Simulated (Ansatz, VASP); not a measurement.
## InSe in VASP and in Ansatz

File INCAR:

```
  PREC = Accurate
  ENCUT = 520
  EDIFF = 1E-6
  ISMEAR = -1
  SIGMA = 0.05
  LREAL = F
  LASPH = T
  NELM = 80
  ALGO = Normal
  ISIF = 2
  LWAVE = F
  LCHARG = F
  NBANDS = 27
```

The input KPOINTS:

```
Automatic mesh
0
Gamma
  8 8 8
```

The input POSCAR:

```
InSe
1.0
    1.9865767768      1.1469506368      8.3833539979
   -1.9865767768      1.1469506368      8.3833539979
    0.0000000000     -2.2939012737      8.3833539979
In Se
2 2
Direct
    0.8886000000      0.8886000000      0.8886000000
    0.0000000000      0.0000000000      0.0000000000
    0.1719000000      0.1719000000      0.1719000000
    0.3835000000      0.3835000000      0.3835000000
```

The input input.yaml:

```yaml
crystal:
  lattice:
    - [1.9865767768, 1.1469506368, 8.3833539979]
    - [-1.9865767768, 1.1469506368, 8.3833539979]
    - [0.0, -2.2939012737, 8.3833539979]
  atoms:
    - { symbol: In, position: [0.8886, 0.8886, 0.8886] }
    - { symbol: In, position: [0.0, 0.0, 0.0] }
    - { symbol: Se, position: [0.1719, 0.1719, 0.1719] }
    - { symbol: Se, position: [0.3835, 0.3835, 0.3835] }
kpoints:
  mp_grid: { grid: [8, 8, 8] }
scf:
  occupations: { method: fermi_dirac, width: 0.05 }
hamiltonian:
  xc: lda
  pseudopotentials: { kind: all_electron, lapw: { basis_error: 0.002 } }
output:
  forces: true
  stress: true
  eigenvalues: true
```

Change from the starting cell: volume scaled by 0.98.

Alike in both runs: task single point; functional LDA; k mesh 8 × 8 × 8; occupations fermi-dirac, width 0.05 eV; no spin polarisation.

|  | VASP | Ansatz |
| --- | --- | --- |
| version | VASP 6.6.1 | Ansatz 0.2.0 |
| potentials or method | VASP PAW LDA potentials, release 64 (In_d, Se), cutoff 520 eV | all-electron LAPW, scalar-relativistic |

```tsv
	VASP	Ansatz	Ansatz less VASP
gap on the k mesh at the Fermi level (eV)	0.28	0.27	-0.009
least direct gap on the mesh (eV)	0.28	0.27	-0.009
pressure (GPa)	-0.3	-0.5	-0.13
traceless stress, the component that is largest in VASP (GPa)	-0.90	-0.91	-0.011
rms of the force components (eV/Å)	0.142	0.132	-0.0094
```

LDA's correlation is that of Perdew and Zunger in VASP and of Perdew and Wang (1992) in Ansatz. Atom by atom the forces differ by 0.013 eV/Å (rms over components). Ansatz ran all-electron here, and VASP with PAW potentials.
